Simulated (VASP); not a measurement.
# SnO2 (Cassiterite) (P4_2/mnm) in VASP: a series of runs, part 2 of 2

VASP 6.6.1.

**4. Relaxation of the atoms, PBEsol**

This run uses another cell than the first one, of 12.89 Å³/atom, 1.020 times its volume.

INCAR

```
PREC = Accurate
ENCUT = 520
EDIFF = 1E-7
ISMEAR = -1
SIGMA = 0.05
LREAL = False
LASPH = True
NELM = 120
ALGO = Normal
ISIF = 2
LWAVE = False
LCHARG = False
GGA = PS
IBRION = 2
NSW = 60
EDIFFG = -0.01
GGA_COMPAT = False
NELMIN = 4
```

KPOINTS

```
Automatic mesh
0
Gamma
  5 5 7
```

POSCAR

```
SnO2
1.0
    4.9275200000      0.0000000000      0.0000000000
    0.0000000000      4.9275200000      0.0000000000
    0.0000000000      0.0000000000      3.1865000000
Sn O
2 4
Direct
    0.5000000000      0.5000000000      0.5000000000
    0.0000000000      0.0000000000      0.0000000000
    0.8071000000      0.1929000000      0.5000000000
    0.6929000000      0.6929000000      0.0000000000
    0.1929000000      0.8071000000      0.5000000000
    0.3071000000      0.3071000000      0.0000000000
```

The run is started by

```bash
cat potpaw_PBE.64/Sn_d/POTCAR potpaw_PBE.64/O/POTCAR > POTCAR
mpirun -np 1 vasp_std > vasp.out
```

Run time: 1.9 min. Hardware: 1 thread of Intel Xeon 8259CL, shared host; peak memory 0.21 GiB.

Results (log left out):

| Quantity | Value |
| --- | --- |
| Free energy | -39.5374 eV |
| Energy gained by relaxing | 0.0 meV/atom |
| Ionic steps | 2 |
| Pressure after relaxing | -7.6 GPa |
| Largest force after relaxing | 0.007 eV/Å |
| Band gap on the k mesh | 0.50 eV, direct |

Forces on the atoms (eV/Å):
```
Sn   0.000  0.000  0.000
Sn   0.000  0.000  0.000
O    0.005 -0.005  0.000
O   -0.005 -0.005  0.000
O   -0.005  0.005  0.000
O    0.005  0.005  0.000
```

Stress tensor (GPa, compression positive):
```
-9.30  0.00  0.00
 0.00 -9.30  0.00
 0.00  0.00 -4.21
```

Step by step:
```csv
step,energy change (eV),largest force (eV/Å),pressure (GPa)
1,0.0000,0.0476,-7.69
2,-0.0003,0.0067,-7.60
```

Final structure:
```
Sn O
1.0
     4.92752    0.00000    0.00000
     0.00000    4.92752    0.00000
     0.00000    0.00000    3.18650
Sn O
2 4
Direct
  0.50000 0.50000 0.50000
  0.00000 0.00000 0.00000
  0.80743 0.19257 0.50000
  0.69257 0.69257 0.00000
  0.19257 0.80743 0.50000
  0.30743 0.30743 0.00000
```

Levels at points of the mesh, in eV from the valence-band top:
```tsv
k point	band 23	band 24	band 25	band 26	band 27	band 28	band 29	band 30
(0.00, 0.00, 0.00)	-1.19	-0.77	-0.77	0.00	0.50	5.63	6.01	6.01
```

Caveat: the PAW data sets were made with another functional, which shifts forces and pressure a little; spin-orbit coupling is left out, which moves the levels of the heavy elements.

**5. Single point, BLYP+D3(BJ)**

INCAR

```
SYSTEM = SnO2
PREC = Accurate
ENCUT = 520
EDIFF = 1E-6
ISMEAR = -1
SIGMA = 0.05
LREAL = .FALSE.
LASPH = .TRUE.
NELM = 100
ALGO = Normal
ISIF = 2
LWAVE = .FALSE.
LCHARG = .FALSE.
GGA = B5
ALDAX = 1.0
AGGAX = 1.0
AGGAC = 1.0
ALDAC = 0.0
IVDW = 12
VDW_S6 = 1.0
VDW_S8 = 2.6996
VDW_A1 = 0.4298
VDW_A2 = 4.2359
NBANDS = 35
```

KPOINTS

```
regular mesh
0
G
  6 6 8
  0 0 0
```

Changes to POSCAR since step 4:

```diff
@@ -2,5 +2,5 @@
 1.0
-    4.9275200000      0.0000000000      0.0000000000
-    0.0000000000      4.9275200000      0.0000000000
-    0.0000000000      0.0000000000      3.1865000000
+    4.8309255526      0.0000000000      0.0000000000
+    0.0000000000      4.8309255526      0.0000000000
+    0.0000000000      0.0000000000      3.2489962586
 Sn O
```

The run is started by

```bash
cat potpaw_PBE.64/Sn_d/POTCAR potpaw_PBE.64/O/POTCAR > POTCAR
mpirun -np 1 vasp_std > vasp.out
```

It took 1.8 min on 1 thread of Intel Xeon Platinum 8375C at 2.90GHz (Ice Lake), shared host; peak memory 0.25 GiB.

It converged, with:

| Property | Result |
| --- | --- |
| Free energy | -37.6247 eV |
| Pressure | -0.9 GPa |
| Largest force | 0.158 eV/Å |
| Band gap on the k mesh | 0.69 eV, direct |
| Dispersion energy per atom | -0.461 eV |

Forces in eV/Å, atoms in the order of the input:
```
Sn   0.000  0.000  0.000
Sn   0.000  0.000  0.000
O   -0.112  0.112  0.000
O    0.112  0.112  0.000
O    0.112 -0.112  0.000
O   -0.112 -0.112  0.000
```

Stress tensor (GPa, compression positive):
```
-1.35  0.00  0.00
 0.00 -1.35  0.00
 0.00  0.00 -0.14
```

Levels at points of the mesh, in eV from the valence-band top:
| k point | band 22 | band 23 | band 24 | band 25 | band 26 | band 27 | band 28 | band 29 | band 30 | band 31 |
| --- | --- | --- | --- | --- | --- | --- | --- | --- | --- | --- |
| (0.00, 0.00, 0.00) | -1.22 | -1.22 | -0.72 | -0.72 | 0.00 | 0.69 | 5.63 | 6.17 | 6.17 | 10.17 |
| (0.50, 0.00, 0.00) | -1.84 | -1.18 | -1.18 | -0.59 | -0.59 | 3.86 | 3.86 | 6.87 | 6.87 | 10.43 |
| (0.50, 0.50, 0.00) | -1.81 | -1.29 | -1.29 | -0.83 | -0.83 | 4.21 | 4.21 | 7.20 | 7.20 | 10.50 |
| (0.00, 0.00, 0.50) | -2.50 | -1.48 | -1.48 | -1.15 | -1.15 | 5.53 | 5.53 | 9.52 | 9.52 | 10.33 |
| (0.50, 0.00, 0.50) | -1.61 | -0.99 | -0.99 | -0.72 | -0.72 | 5.78 | 5.78 | 7.75 | 7.75 | 10.56 |
| (0.50, 0.50, 0.50) | -2.37 | -0.90 | -0.90 | -0.76 | -0.76 | 4.38 | 4.38 | 8.71 | 8.71 | 10.55 |

Caveat: the PAW data sets were made with another functional, which shifts forces and pressure a little; spin-orbit coupling is left out, which moves the levels of the heavy elements.

**6. Relaxation of cell and atoms, PBEsol+D4**

This run uses another cell than the first one, of 11.92 Å³/atom, 0.943 times its volume.

INCAR

```
SYSTEM = SnO2
PREC = Accurate
ENCUT = 600
EDIFF = 1E-6
ISMEAR = -1
SIGMA = 0.05
LREAL = .FALSE.
LASPH = .TRUE.
NELM = 60
ALGO = Normal
ISIF = 3
LWAVE = .FALSE.
LCHARG = .FALSE.
GGA = PS
IVDW = 13
IBRION = 2
NSW = 60
EDIFFG = -0.01
```

KPOINTS

```
Automatic mesh
0
G
  6 6 8
  0 0 0
```

Changes to POSCAR since step 5:

```diff
@@ -2,5 +2,5 @@
 1.0
-    4.8309255526      0.0000000000      0.0000000000
-    0.0000000000      4.8309255526      0.0000000000
-    0.0000000000      0.0000000000      3.2489962586
+    4.7380000000      0.0000000000      0.0000000000
+    0.0000000000      4.7380000000      0.0000000000
+    0.0000000000      0.0000000000      3.1865000000
 Sn O
```

Potentials or basis: VASP PAW PBE potentials, release 64 (Sn_d, O).

The run is started by

```bash
cat potpaw_PBE.64/Sn_d/POTCAR potpaw_PBE.64/O/POTCAR > POTCAR
mpirun -np 1 vasp_std > vasp.out
```

OUTCAR:

```text
SYSTEM = SnO2
   PREC = Accurate
   ENCUT = 600
   EDIFF = 1E-6
   ISMEAR = -1
   LREAL = .FALSE.
   LASPH = .TRUE.
   NELM = 60
   ISIF = 3
   GGA = PS
   IVDW = 13
   IBRION = 2
   NSW = 60
   EDIFFG = -0.01

 ion  position               nearest neighbor table
   1  0.500  0.500  0.500-   4 2.05   6 2.05   4 2.05   6 2.05   5 2.06   3 2.06   2 3.71   2 3.71
                             2 3.71   2 3.71   2 3.71   2 3.71   2 3.71   2 3.71
   2  0.000  0.000  0.000-   3 2.05   5 2.05   3 2.05   5 2.05   4 2.06   6 2.06   1 3.71   1 3.71
                             1 3.71   1 3.71   1 3.71   1 3.71   1 3.71   1 3.71
   3  0.807  0.193  0.500-   2 2.05   2 2.05   1 2.06
   4  0.693  0.693  0.000-   1 2.05   1 2.05   2 2.06
   5  0.193  0.807  0.500-   2 2.05   2 2.05   1 2.06
   6  0.307  0.307  0.000-   1 2.05   1 2.05   2 2.06

  LATTYP: Found a simple tetragonal cell.
 ALAT       =     4.7380000000
 C/A-ratio  =     0.6725411566

  Lattice vectors:

 A1 = (   4.7380000000,   0.0000000000,   0.0000000000)
[... 193 lines left out ...]

  Edisp (eV):   -0.92318
[... 167 lines left out ...]
--------------------------------------- Ionic step        5  -------------------------------------------

 number of electron      52.0000004 magnetization

 Free energy of the ion-electron system (eV)
  ---------------------------------------------------
  ext. energy  EPLUGINS =         0.00000000
  ---------------------------------------------------
  free energy    TOTEN  =       -39.67113690 eV

  energy without entropy =      -39.67113641  energy(sigma->0) =      -39.67113665

 E-fermi :   6.3745     XC(G=0): -11.4690

 val. band max:        5.8673204889   @ k =   0.0000   0.0000   0.0000
 cond. band min:       6.8597644978   @ k =   0.0000   0.0000   0.0000
 fundamental gap:      0.9924440089
 Fermi energy:         6.3744769017

 k-point     1 :       0.0000    0.0000    0.0000
  band No.  band energies     occupation
      1     -15.1471      2.00000
      2     -14.3737      2.00000
      3     -14.1251      2.00000
      4     -14.0996      2.00000
      5     -14.0996      2.00000
      6     -14.0360      2.00000
[... 805 lines left out ...]
     30      14.3724      0.00000
     31      15.1343      0.00000

 [... further k-points ...]

------------------------ aborting loop because EDIFF is reached ----------------------------------------

  DFT-D4 for vdW energy calculation

  Edisp (eV):   -0.91128
[... 29 lines left out ...]
  FREE ENERGIE OF THE ION-ELECTRON SYSTEM (eV)
  ---------------------------------------------------
  free  energy   TOTEN  =       -40.5824205823 eV

  energy  without entropy=      -40.5824200946  energy(sigma->0) =      -40.58242034

 reached required accuracy - stopping structural energy minimisation
```

Wall time 6 min (1 thread of Intel Xeon Platinum 8375C at 2.90GHz (Ice Lake), shared host); peak memory 0.28 GiB.

Results:

```yaml
Free_energy: -40.5824 eV
Relaxed_volume: 12.08 Å³/atom
Relaxed_cell: a = 4.752 Å, b = 4.752 Å, c = 3.209 Å, α = 90.00°, β = 90.00°, γ = 90.00°
Space_group_after_relaxing_to_0.05_Å: P4_2/mnm (No. 136)
Energy_gained_by_relaxing: 2.3 meV/atom
Ionic_steps: 5
Pressure_after_relaxing: 0.1 GPa
Largest_force_after_relaxing: 0.006 eV/Å
Band_gap_on_the_k_mesh: 0.99 eV, direct
Dispersion_energy_per_atom: -0.152 eV
```

Forces in eV/Å, atoms in the order of the input:
```
Sn   0.000  0.000  0.000
Sn   0.000  0.000  0.000
O   -0.004  0.004  0.000
O    0.004  0.004  0.000
O    0.004 -0.004  0.000
O   -0.004 -0.004  0.000
```

Step by step:
| step | energy change (eV) | largest force (eV/Å) | pressure (GPa) | volume (Å³) |
| --- | --- | --- | --- | --- |
| 1 | 0.0000 | 0.2246 | 3.22 | 71.53 |
| 2 | 0.0103 | 0.1618 | -4.35 | 74.04 |
| 3 | -0.0135 | 0.0471 | -0.19 | 72.59 |
| 4 | -0.0135 | 0.0506 | -0.08 | 72.57 |
| 5 | -0.0138 | 0.0060 | 0.05 | 72.48 |

Final structure:
```
Sn O
1.0
     4.75233    0.00000    0.00000
     0.00000    4.75233    0.00000
     0.00000    0.00000    3.20913
Sn O
2 4
Direct
  0.50000 0.50000 0.50000
  0.00000 0.00000 0.00000
  0.80612 0.19388 0.50000
  0.69388 0.69388 0.00000
  0.19388 0.80612 0.50000
  0.30612 0.30612 0.00000
```

Caveat: the PAW data sets were made with another functional, which shifts forces and pressure a little; spin-orbit coupling is left out, which moves the levels of the heavy elements. Zero-point motion and thermal expansion aren't in these numbers.

**7. The runs side by side**

| task | level | cell | k mesh | cutoff (eV) | smearing | gap on the mesh (eV) | pressure (GPa) | largest force (eV/Å) |
| --- | --- | --- | --- | --- | --- | --- | --- | --- |
| single point | revPBE | a = 4.831, b = 4.831, c = 3.249 Å, 6 atoms | 6 × 6 × 8 | 520 | gaussian 0.05 eV | 0.68 | 2.6 | 0.09 |
| single point | revPBE | a = 4.861, b = 4.861, c = 3.248 Å, 6 atoms | 6 × 6 × 8 | 520 | fermi-dirac 0.05 eV | 0.57 | 0.6 | 0.02 |
| relaxation of the atoms | PBEsol | atoms relaxed from a = 4.928, b = 4.928, c = 3.187 Å, 6 atoms | 5 × 5 × 7 | 520 | fermi-dirac 0.05 eV | 0.50 | -7.6 | 0.01 |
| single point | BLYP+D3(BJ) | a = 4.831, b = 4.831, c = 3.249 Å, 6 atoms | 6 × 6 × 8 | 520 | fermi-dirac 0.05 eV | 0.69 | -0.9 | 0.16 |
| relaxation of cell and atoms | PBEsol+D4 | relaxed from a = 4.738, b = 4.738, c = 3.187 Å, 6 atoms | 6 × 6 × 8 | 600 | fermi-dirac 0.05 eV | 0.99 | 0.1 | 0.01 |

Alike in all rows: potentials or basis VASP PAW PBE potentials, release 64 (Sn_d, O); no spin polarisation.

Caveats: the PAW data sets were made with another functional, which shifts forces and pressure a little; spin-orbit coupling is left out, which moves the levels of the heavy elements.

Absolute energies hang on the potentials; compare differences alone.
